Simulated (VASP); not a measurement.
# Rb (Pm-3m) in VASP: further runs

Rb is run at these levels: PBE; tasks: single point.

All numbers are computed with VASP 6.6.1; they aren't measurements. Logs are shortened: lines on timing, memory, paths and dates and some standing lists are left out, and cuts for length are marked.

### 1 The cell of the first run

The structure is cubic, space group Pm-3m (No. 221). The conventional cell has a = 8.482 Å, b = 8.482 Å, c = 8.482 Å, α = 90.00°, β = 90.00°, γ = 90.00°.

This isn't the form of Rb at room conditions, which is bcc.

### 2 Single point, PBE (Na replaced by Rb, lengths x 1.195, strained)

INCAR reads:

```
SYSTEM = Rb
PREC = Accurate
ENCUT = 520
EDIFF = 1E-7
ISMEAR = 0
SIGMA = 0.1
LREAL = .False.
LASPH = .True.
NELM = 80
ALGO = Normal
ISIF = 2
LWAVE = .False.
LCHARG = .False.
GGA = PE
NBANDS = 10
```

KPOINTS reads:

```
regular mesh
0
Gamma
  2 2 2
  0 0 0
```

POSCAR reads:

```
Rb
1.0
    8.4817151298      0.0000000000      0.0000000000
    0.0000000000      8.4817151298      0.0000000000
    0.0000000000      0.0000000000      8.4817151298
Rb
1
Direct
    0.0000000000      0.0000000000      0.0000000000
```

Potentials or basis: VASP PAW PBE potentials, release 64 (Rb_sv).

Launch:

```sh
$ cat potpaw_PBE.64/Rb_sv/POTCAR > POTCAR
$ mpirun -np 1 vasp_std > vasp.out
```

OUTCAR:

```text
SYSTEM = Rb
   PREC = Accurate
   ENCUT = 520
   EDIFF = 1E-7
   ISMEAR = 0
   LREAL = .False.
   LASPH = .True.
   NELM = 80
   ISIF = 2
   GGA = PE

 ion  position               nearest neighbor table
   1  0.000  0.000  0.000-

  LATTYP: Found a simple cubic cell.
 ALAT       =     8.4817151298

  Lattice vectors:

 A1 = (   8.4817151298,   0.0000000000,   0.0000000000)
 A2 = (   0.0000000000,   8.4817151298,   0.0000000000)
 A3 = (   0.0000000000,   0.0000000000,   8.4817151298)

Analysis of symmetry for initial positions (statically):
=====================================================================
 Subroutine PRICEL returns:
 Original cell was already a primitive cell.

 Routine SETGRP: Setting up the symmetry group for a
 simple cubic supercell.

 Subroutine GETGRP returns: Found 48 space group operations
 (whereof 48 operations were pure point group operations)
 out of a pool of 48 trial point group operations.

The static configuration has the point symmetry O_h .

Analysis of symmetry for dynamics (positions and initial velocities):
=====================================================================
 Subroutine PRICEL returns:
 Original cell was already a primitive cell.

 Routine SETGRP: Setting up the symmetry group for a
 simple cubic supercell.

 Subroutine GETGRP returns: Found 48 space group operations
 (whereof 48 operations were pure point group operations)
 out of a pool of 48 trial point group operations.

The dynamic configuration has the point symmetry O_h .

 Subroutine INISYM returns: Found 48 space group operations
 (whereof 48 operations are pure point group operations),
 and found     1 'primitive' translations

----------------------------------------------------------------------------------------

                                     Primitive cell

  volume of cell :     610.1703

  direct lattice vectors                    reciprocal lattice vectors
     8.481715130  0.000000000  0.000000000     0.117900682  0.000000000  0.000000000
     0.000000000  8.481715130  0.000000000     0.000000000  0.117900682  0.000000000
     0.000000000  0.000000000  8.481715130     0.000000000  0.000000000  0.117900682

  length of vectors
     8.481715130  8.481715130  8.481715130     0.117900682  0.117900682  0.117900682

  position of ions in fractional coordinates (direct lattice)
     0.000000000  0.000000000  0.000000000

  ion indices of the primitive-cell ions
   primitive index   ion index
                 1           1

----------------------------------------------------------------------------------------

 KPOINTS: regular mesh

Automatic generation of k-mesh.
 Grid dimensions read from file:
 generate k-points for:    2    2    2

 Generating k-lattice:

  Cartesian coordinates                     Fractional coordinates (reciprocal lattice)
     0.058950341  0.000000000  0.000000000     0.500000000  0.000000000  0.000000000
     0.000000000  0.058950341  0.000000000     0.000000000  0.500000000  0.000000000
     0.000000000  0.000000000  0.058950341     0.000000000  0.000000000  0.500000000

  Length of vectors
     0.058950341  0.058950341  0.058950341

  Shift w.r.t. Gamma in fractional coordinates (k-lattice)
     0.000000000  0.000000000  0.000000000

 Subroutine IBZKPT returns following result:
 ===========================================

 Found      4 irreducible k-points:

 Following reciprocal coordinates:
            Coordinates               Weight
  0.000000  0.000000  0.000000      1.000000
  0.500000  0.000000  0.000000      3.000000
  0.500000  0.500000  0.000000      3.000000
  0.500000  0.500000  0.500000      1.000000
   k-points           NKPTS =      4   k-points in BZ     NKDIM =      4   number of bands    NBANDS=     10
   number of dos      NEDOS =    301   number of ions     NIONS =      1
   total plane-waves  NPLWV = 262144
   dimension x,y,z NGX =    64 NGY =   64 NGZ =   64
   dimension x,y,z NGXF=   128 NGYF=  128 NGZF=  128
   ions per type =               1
   NGX,Y,Z   is equivalent  to a cutoff of  12.54, 12.54, 12.54 a.u.
   NGXF,Y,Z  is equivalent  to a cutoff of  25.09, 25.09, 25.09 a.u.
 SYSTEM =  Rb
   PREC   = accura    normal or accurate (medium, high low for compatibility)
   ISTART =      0    job   : 0-new  1-cont  2-samecut
   ICHARG =      2    charge: 1-file 2-atom 10-const
   ISPIN  =      1    spin polarized calculation?
   LNONCOLLINEAR =      F non collinear calculations
   LSORBIT =      F    spin-orbit coupling
   LASPH  =      T    aspherical Exc in radial PAW
   ENCUT  =  520.0 eV  38.22 Ry    6.18 a.u.  15.77 15.77 15.77*2*pi/ulx,y,z
   NELM   =     80;   NELMIN=  2; NELMDL= -5     # of ELM steps
   EDIFF  = 0.1E-06   stopping-criterion for ELM
   LREAL  =      F    real-space projection
   EDIFFG = 0.1E-05   stopping-criterion for IOM
   NSW    =      0    number of steps for IOM
   IBRION =     -1    ionic relax: 0-MD 1-quasi-New 2-CG
   NFREE  =      0    steps in history (QN), initial steepest desc. (CG)
   ISIF   =      2    stress and relaxation
   ISYM   =      2    0-nonsym 1-usesym 2-fastsym
   POTIM  = 0.5000    time-step for ionic-motion
   TEBEG  =    0.0;   TEEND  =   0.0 temperature during run
   PSTRESS=    0.0 pullay stress
   NELECT =       9.0000    total number of electrons
   NUPDOWN=      -1.0000    fix difference up-down
   EMIN   =  10.00;   EMAX   =-10.00  energy-range for DOS
   EFERMI =   0.00;   METHOD = LEGACY
   ISMEAR =     0;   SIGMA  =   0.10  broadening in eV -4-tet -1-fermi 0-gaus
   EFERMI_NEDOS =   21; number of points for ismear=-14 and -15
   IALGO  =     38    algorithm
   IMIX   =      4    mixing-type and parameters
     AMIX     =   0.40;   BMIX     =  1.00
     AMIX_MAG =   1.60;   BMIX_MAG =  1.00
  volume/ion in A,a.u.               =     610.17      4117.63
  Fermi-wavevector in a.u.,A,eV,Ry     =   0.401487  0.758701  2.193153  0.161192
  Thomas-Fermi vector in A             =   1.351107
   LORBIT       =      0    0 simple, 1 ext, 2 COOP (PROOUT), +10 PAW based schemes
   GGA     = PE    functional components
   LHFCALC =     F    Hartree Fock is set to
   AEXX    =    0.0000 exact exchange contribution
   IVDW    =     0    specifies the selected vdW correction
   LEPSILON=     F    determine dielectric tensor
   LRPA    =     F    only Hartree local field effects (RPA)
 non-spin polarized calculation
 Gauss-broadening in eV      SIGMA  =   0.10
  energy-cutoff  :      520.00
  volume of cell :      610.17
 maximum number of plane-waves:     16484
 NGX is ok and might be reduce to    64
   NGX = 31   NGY = 31   NGZ = 31

 number of electron       9.0000001 magnetization

 Free energy of the ion-electron system (eV)
  ---------------------------------------------------
  ext. energy  EPLUGINS =         0.00000000
  ---------------------------------------------------
  free energy    TOTEN  =        -0.18214992 eV

  energy without entropy =       -0.16817292  energy(sigma->0) =       -0.17516142

 E-fermi :  -1.8053     XC(G=0):  -2.1166

 val. band max:       -1.9105265523   @ k =   0.5000   0.0000   0.0000
 cond. band min:      -1.7000271830   @ k =   0.5000   0.5000   0.0000
 fundamental gap:      0.2104993693
 Fermi energy:        -1.8052766822

 k-point     1 :       0.0000    0.0000    0.0000
  band No.  band energies     occupation
      1     -31.5688      2.00000
      2     -15.6354      2.00000
      3     -15.6354      2.00000
      4     -15.6354      2.00000
      5      -2.1197      1.99999
      6       0.1349      0.00000
      7       0.1349      0.00000
      8       0.2049      0.00000
      9       0.2049      0.00000
     10       0.2049      0.00000

 k-point     2 :       0.5000    0.0000    0.0000
  band No.  band energies     occupation
      1     -31.5688      2.00000
      2     -15.6354      2.00000
      3     -15.6354      2.00000
      4     -15.6354      2.00000
      5      -1.9105      1.86337
      6      -0.8980      0.00000
      7       0.2587      0.00000
      8       0.4265      0.00000
      9       0.4265      0.00000
     10       0.6550      0.00000

 k-point     3 :       0.5000    0.5000    0.0000
  band No.  band energies     occupation
      1     -31.5688      2.00000
      2     -15.6354      2.00000
      3     -15.6354      2.00000
      4     -15.6354      2.00000
      5      -1.7000      0.13663
      6      -0.6577      0.00000
      7      -0.6577      0.00000
      8      -0.0925      0.00000
      9       0.5743      0.00000
     10       0.6412      0.00000

 k-point     4 :       0.5000    0.5000    0.5000
  band No.  band energies     occupation
      1     -31.5688      2.00000
      2     -15.6354      2.00000
      3     -15.6354      2.00000
      4     -15.6354      2.00000
      5      -1.4811      0.00000
      6      -0.4331      0.00000
      7      -0.4331      0.00000
      8      -0.4331      0.00000
      9       0.1119      0.00000
     10       0.1119      0.00000

------------------------ aborting loop because EDIFF is reached ----------------------------------------

  FORCE on cell =-STRESS in cart. coord.  units (eV):
  Direction    XX          YY          ZZ          XY          YZ          ZX
  --------------------------------------------------------------------------------------
  -------------------------------------------------------------------------------------
  Total       -0.2574350     -0.2574350     -0.2574350      0.0000000      0.0000000      0.0000000
  in kB       -0.6759696     -0.6759696     -0.6759696      0.0000000      0.0000000      0.0000000
  external PRESSURE =      -0.6759696 kB  Pullay stress =       0.0000000 kB

 VOLUME and BASIS-vectors are now :
 -----------------------------------------------------------------------------
  energy-cutoff  :      520.00
  volume of cell :      610.17
      direct lattice vectors                 reciprocal lattice vectors
     8.481715130  0.000000000  0.000000000     0.117900682  0.000000000  0.000000000
     0.000000000  8.481715130  0.000000000     0.000000000  0.117900682  0.000000000
     0.000000000  0.000000000  8.481715130     0.000000000  0.000000000  0.117900682

 POSITION                                       TOTAL-FORCE (eV/Angst)
 -----------------------------------------------------------------------------------
      0.00000      0.00000      0.00000         0.000000      0.000000      0.000000
 -----------------------------------------------------------------------------------
    total drift:                               -0.000000     -0.000000      0.000000

  FREE ENERGIE OF THE ION-ELECTRON SYSTEM (eV)
  ---------------------------------------------------
  free  energy   TOTEN  =        -0.1821499160 eV

  energy  without entropy=       -0.1681729183  energy(sigma->0) =       -0.17516142
```

It took 22 s on 1 thread of Intel Xeon 6975P-C (Granite Rapids), shared host; peak memory 0.5 GiB.

What came out:

```
Free energy            : -0.1821 eV
Pressure               : -0.1 GPa
Band gap on the k mesh : zero (an odd number of electrons rules out a gap without spin polarisation)
```

Levels at points of the mesh, in eV from the Fermi level:
```tsv
k point	band 2	band 3	band 4	band 5	band 6	band 7
(0.00, 0.00, 0.00)	-13.83	-13.83	-13.83	-0.31	1.94	1.94
(0.50, 0.00, 0.00)	-13.83	-13.83	-13.83	-0.11	0.91	2.06
(0.50, 0.50, 0.00)	-13.83	-13.83	-13.83	0.11	1.15	1.15
(0.50, 0.50, 0.50)	-13.83	-13.83	-13.83	0.32	1.37	1.37
```

Caveat: the k points lie up to 0.37 Å⁻¹ apart, too coarse for converged energies and pressures of a metal; the cell differs from its parent crystal (Na replaced by Rb, lengths x 1.195, strained).

### 3 Single point, PBE (Na replaced by Rb, lengths x 1.195, strained)

INCAR reads:

```
PREC = Accurate ; ENCUT = 520
EDIFF = 1E-6 ; ISMEAR = 0
SIGMA = 0.1 ; LREAL = False
LASPH = True ; NELM = 80
ALGO = Normal ; ISIF = 2
LWAVE = False ; LCHARG = False
GGA = PE ; NBANDS = 10
```

KPOINTS reads:

```
regular mesh
0
Gamma
  6 6 6
```

POSCAR is that of step 2.

Potentials or basis: VASP PAW PBE potentials, release 64 (Rb_sv).

Launch:

```sh
$ cat potpaw_PBE.64/Rb_sv/POTCAR > POTCAR
$ mpirun -np 1 vasp_std > vasp.out
```

It took 48 s on 1 thread of Intel Xeon 6975P-C (Granite Rapids), shared host; peak memory 0.57 GiB.

It converged, with:

```yaml
Free_energy: -0.1633 eV
Pressure: -0.1 GPa
Band_gap_on_the_k_mesh: zero (an odd number of electrons rules out a gap without spin polarisation)
```

Levels at points of the mesh, in eV from the Fermi level:
| k point | band 1 | band 2 | band 3 | band 4 | band 5 | band 6 | band 7 | band 8 |
| --- | --- | --- | --- | --- | --- | --- | --- | --- |
| (0.00, 0.00, 0.00) | -29.74 | -13.80 | -13.80 | -13.80 | -0.29 | 1.97 | 1.97 | 2.03 |
| (0.50, 0.00, 0.00) | -29.74 | -13.80 | -13.80 | -13.80 | -0.08 | 0.93 | 2.09 | 2.26 |
| (0.50, 0.50, 0.00) | -29.74 | -13.80 | -13.80 | -13.80 | 0.13 | 1.17 | 1.17 | 1.73 |
| (0.50, 0.50, 0.50) | -29.74 | -13.80 | -13.80 | -13.80 | 0.35 | 1.40 | 1.40 | 1.40 |

Caveat: the cell differs from its parent crystal (Na replaced by Rb, lengths x 1.195, strained).
